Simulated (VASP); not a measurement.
Here is a VASP 6.6.1 calculation.

The input POSCAR:

```
KScS2
1.0
    4.0166446699      0.0000000000      0.0000000000
    0.0000000000      4.0166446699      0.0000000000
    0.0000000000      0.0000000000      5.4499120201
K S Sc
1 2 1
Direct
    0.0000000000      0.0000000000      0.0000000000
    0.0000000000      0.0000000000      0.5000000000
    0.5000000000      0.5000000000      0.0000000000
    0.5000000000      0.5000000000      0.5000000000
```

File INCAR.step1:

```
  ALGO = Normal
  EDIFF = 1E-4
  ENCUT = 520
  GGA = PE
  ISMEAR = -1
  LASPH = T
  LCHARG = F
  LREAL = F
  LWAVE = T
  NBANDS = 24
  NELM = 100
  PREC = Accurate
  SIGMA = 0.03
```

File INCAR.step2:

```
  ALGO = Normal
  BPARAM = 11.95
  CPARAM = 0.0093
  EDIFF = 1E-6
  ENCUT = 520
  ISIF = 2
  ISMEAR = -1
  ISTART = 1
  IVDW_NL = 2
  LASPH = T
  LCHARG = F
  LMIXTAU = T
  LREAL = F
  LUSE_VDW = T
  LWAVE = F
  METAGGA = R2SCAN
  NBANDS = 24
  NELM = 100
  PREC = Accurate
  SIGMA = 0.03
```

File KPOINTS:

```
k-points
0
Gamma
  6 6 4
```

Potentials or basis: VASP PAW PBE potentials, release 64 (K_sv, S, Sc_sv).

Run with:

```sh
$ cat potpaw_PBE.64/K_sv/POTCAR potpaw_PBE.64/S/POTCAR potpaw_PBE.64/Sc_sv/POTCAR > POTCAR
$ cp INCAR.step1 INCAR
$ mpirun -np 1 vasp_std > vasp.out
$ cp INCAR.step2 INCAR
$ mpirun -np 1 vasp_std > vasp.out
```

Estimate the pressure.

0.2 GPa.

What does it give for the band gap on the k mesh?

0.22 eV.

Stress tensor (GPa, compression positive):
```
0.19 0.00 0.00
0.00 0.19 0.00
0.00 0.00 0.36
```

Caveat: the PAW data sets were made with another functional, which shifts forces and pressure a little. A k mesh can miss the band edges.
